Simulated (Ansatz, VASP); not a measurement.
## One calculation of F, two programs

File INCAR:

```
SYSTEM = F
  PREC = Accurate
  ENCUT = 520
  EDIFF = 1E-6
  ISMEAR = 1
  SIGMA = 0.0232
  LREAL = .FALSE.
  LASPH = .TRUE.
  NELM = 150
  ALGO = Normal
  ISIF = 2
  LWAVE = .FALSE.
  LCHARG = .TRUE.
  ISPIN = 2
  MAGMOM = 1.11 1.11 1.1 1.1
  LORBIT = 11
  GGA = PE
  LELF = .TRUE.
  LVHAR = .TRUE.
  NBANDS = 26
```

Contents of KPOINTS:

```
Automatic mesh
0
G
  8 8 3
  0 0 0
```

File POSCAR:

```
F
1.0
    1.2589310000      2.1805300000      0.0000000000
   -1.2589310000      2.1805300000      0.0000000000
    0.0000000000      0.0000000000      8.1536950000
F
4
Direct
    0.0000000000      0.0000000000      0.0000000000
    0.0000000000      0.0000000000      0.5000000000
    0.3333300000      0.3333400000      0.7500000000
    0.6666600000      0.6666700000      0.2500000000
```

Input for Ansatz:

```yaml
crystal:
  lattice:
    - [1.258931, 2.18053, 0.0]
    - [-1.258931, 2.18053, 0.0]
    - [0.0, 0.0, 8.153695]
  atoms:
    - { symbol: F, position: [0.0, 0.0, 0.0] }
    - { symbol: F, position: [0.0, 0.0, 0.5] }
    - { symbol: F, position: [0.33333, 0.33334, 0.75] }
    - { symbol: F, position: [0.66666, 0.66667, 0.25] }
  symmetry: { tolerance: 0.0003 }
kpoints:
  mp_grid: { grid: [8, 8, 3], shift: [0, 0, 0] }
magnetization:
  spin_polarized: true
scf:
  occupations: { method: methfessel_paxton, width: 0.0232 }
hamiltonian:
  pseudopotentials: { kind: paw }
  xc: pbe
basis:
  ecutwfc: 420
output:
  forces: true
  stress: true
  eigenvalues: true
```

Alike in both runs: task single point; functional PBE; k mesh 8 × 8 × 3; occupations methfessel-paxton of order 1, width 0.0232 eV; collinear spin.

```csv
,VASP,Ansatz
version,VASP 6.6.1,Ansatz 0.2.0
potentials or method,"VASP PAW PBE potentials, release 64 (F), cutoff 520 eV",PAW plane waves
valence electrons in the cell,28,28
```

VASP gave:

```
gap on the k mesh at the Fermi level (eV)                     : none
pressure (GPa)                                                : -1.9
traceless stress, the component that is largest in VASP (GPa) : -0.83
net moment per atom (μB)                                      : 1.00
size of the moment on the site where the two differ most (μB) : 0.92
```

Q: What did Ansatz give for the same quantities?

A: gap on the k mesh at the Fermi level (eV): none; pressure (GPa): -1.3; traceless stress, the component that is largest in VASP (GPa): -0.80; net moment per atom (μB): 1.00; size of the moment on the site where the two differ most (μB): 1.00.

Site moments also hang on the region over which each program counts them. A gap of «none» marks a metal or a gap that the smearing closes. With one functional, cell and mesh, what is left measures potentials, basis and numerics. Ansatz's warnings: no starting moments, stability check not made, structure snapped to symmetry.

The k mesh is coarse, so the values compare programs but aren't converged.
